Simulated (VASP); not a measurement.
# Ti2NbB3: relaxation of cell and atoms with PBE

Crystal: Ti2NbB3.

```
CELL_PARAMETERS angstrom
2.67538 0.00000 0.00000
0.00000 2.67538 0.00000
0.00000 0.00000 9.70892
ATOMIC_POSITIONS crystal
Ti 0.50000 0.50000 0.73923
Ti 0.50000 0.50000 0.26077
Nb 0.00000 0.00000 0.00000
B 0.00000 0.00000 0.58646
B 0.00000 0.00000 0.41354
B 0.50000 0.50000 0.50000
```

```
Program                : VASP 6.6.1
Task                   : relaxation of cell and atoms
Functional             : PBE
Potentials or basis    : VASP PAW PBE potentials, release 64 (Ti_sv, Nb_sv, B)
Cutoff                 : 600 eV
k mesh                 : 14 × 14 × 4
Occupations            : gaussian, width 0.1 eV
Spin                   : no spin polarisation
Dipole correction      : no
Further INCAR settings : ALGO = Normal; EDIFF = 1e-07; IBRION = 2; EDIFFG = -0.01; NSW = 100; ISIF = 3
```

```
Relaxed volume                         : 11.60 Å³/atom
Relaxed cell                           : a = 2.672 Å, b = 2.672 Å, c = 9.742 Å, α = 90.00°, β = 90.00°, γ = 90.00°
Space group after relaxing (to 0.05 Å) : P4/mmm (No. 123)
Energy gained by relaxing              : 0.2 meV/atom
Ionic steps                            : 7
Pressure after relaxing                : 0.0 GPa
Band gap on the k mesh                 : zero (band 23 reaches 9.56 eV, above the bottom of band 24 at 8.56 eV)
```

The path:
```csv
step,energy change (eV),largest force (eV/Å),pressure (GPa),volume (Å³)
1,0.0000,0.0558,0.01,69.49
2,-0.0007,0.0515,0.02,69.50
3,-0.0009,0.0482,0.04,69.51
4,-0.0012,0.0118,0.06,69.55
5,-0.0012,0.0126,0.07,69.55
6,-0.0012,0.0192,-0.11,69.61
7,-0.0012,0.0012,0.00,69.57
```

Final structure:
```
Ti Nb B
1.0
     2.67241    0.00000    0.00000
     0.00000    2.67241    0.00000
     0.00000    0.00000    9.74182
Ti Nb B
2 1 3
Cartesian
  1.3362 1.3362 7.1921
  1.3362 1.3362 2.5498
  0.0000 0.0000 0.0000
  2.6724 0.0000 5.7092
  0.0000 0.0000 4.0326
  1.3362 1.3362 4.8709
```

Levels at points of the mesh, in eV from the Fermi level:
```
           k point  band 21  band 22  band 23  band 24  band 25  band 26
(0.00, 0.00, 0.00)    -0.91    -0.91    -0.85    -0.27     0.65     1.93
(0.50, 0.00, 0.00)    -0.85    -0.38    -0.10     0.67     1.38     1.70
(0.50, 0.50, 0.00)    -2.30    -0.64    -0.64    -0.60     0.83     0.83
(0.00, 0.00, 0.50)    -0.92    -0.82    -0.51    -0.30     0.52     2.13
(0.50, 0.00, 0.50)    -0.51    -0.50    -0.09     0.91     1.34     1.76
(0.50, 0.50, 0.50)    -1.99    -1.39    -1.39    -0.41     1.94     2.22
```

Run time: 17 min on 1 thread of Intel Xeon 6975P-C, on a shared host, peak memory 0.4 GiB.
